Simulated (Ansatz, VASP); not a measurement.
Hf4Ta: VASP beside Ansatz

The input INCAR:

```
SYSTEM = Hf4Ta
PREC = Accurate
ENCUT = 600
EDIFF = 1E-6
ISMEAR = 0
SIGMA = 0.1
LREAL = .False.
LASPH = .True.
NELM = 100
ALGO = Normal
ISIF = 3
LWAVE = .False.
LCHARG = .False.
GGA = PE
IBRION = 2
NSW = 90
EDIFFG = -0.04
```

Contents of KPOINTS:

```
regular mesh
0
Gamma
  6 6 4
  0 0 0
```

File POSCAR:

```
Hf4Ta
1.0
    4.4431280900      0.0000000000      0.0000000000
   -2.2215640400      3.8478618000      0.0000000000
    0.0000000000      0.0000000000      6.0802900600
Hf Ta
4 1
Direct
    0.3333333300      0.6666666700      0.7400475700
    0.6666666700      0.3333333300      0.7400475700
    0.6666666700      0.3333333300      0.2599524300
    0.3333333300      0.6666666700      0.2599524300
    0.0000000000      0.0000000000      0.5000000000
```

Input for Ansatz:

```yaml
crystal:
  lattice:
    - [4.44312809, 0.0, 0.0]
    - [-2.22156404, 3.8478618, 0.0]
    - [0.0, 0.0, 6.08029006]
  atoms:
    - { symbol: Hf, position: [0.33333333, 0.66666667, 0.74004757] }
    - { symbol: Hf, position: [0.66666667, 0.33333333, 0.74004757] }
    - { symbol: Hf, position: [0.66666667, 0.33333333, 0.25995243] }
    - { symbol: Hf, position: [0.33333333, 0.66666667, 0.25995243] }
    - { symbol: Ta, position: [0.0, 0.0, 0.5] }
basis:
  ecutwfc: 420
kpoints:
  mp_grid: { grid: [6, 6, 4] }
hamiltonian:
  xc: pbe
scf:
  occupations: { method: gaussian, width: 0.1 }
  lower_state_search: "off"
output:
  forces: true
  stress: true
  eigenvalues: true
relax:
  adjacent_minimum: "off"
  f_tol: 0.04
  max_steps: 70
  cell: { stress_tol: 0.4 }
```

Alike in both runs: task relaxation of cell and atoms; functional PBE; k mesh 6 × 6 × 4; occupations gaussian, width 0.1 eV; no spin polarisation.

```csv
,VASP,Ansatz
version,VASP 6.6.1,Ansatz 0.2.0
potentials or method,"VASP PAW PBE potentials, release 64 (Hf_pv, Ta_pv), cutoff 600 eV","scalar-relativistic, plane waves, PAW"
valence electrons in the cell,51,117
```

Ansatz gave:

* gap on the k mesh at the Fermi level, each at its own relaxed structure (eV): none
* relaxed volume (Å³/atom): 23.98
* relaxed length of the cell vector where the two differ most in proportion (Å): 4.882

Q: Which values does VASP return?

A: gap on the k mesh at the Fermi level, each at its own relaxed structure (eV): none; relaxed volume (Å³/atom): 23.94; relaxed length of the cell vector where the two differ most in proportion (Å): 4.876.

A gap of «none» marks a metal or a gap that the smearing closes. VASP's potentials hold 51 valence electrons a cell and Ansatz's 117, so a difference there can come from the potentials and not from the codes.

Spin-orbit coupling is off throughout. Noted on VASP's run: the volume moved by over 15 % at a fixed basis, so the end points are rough.
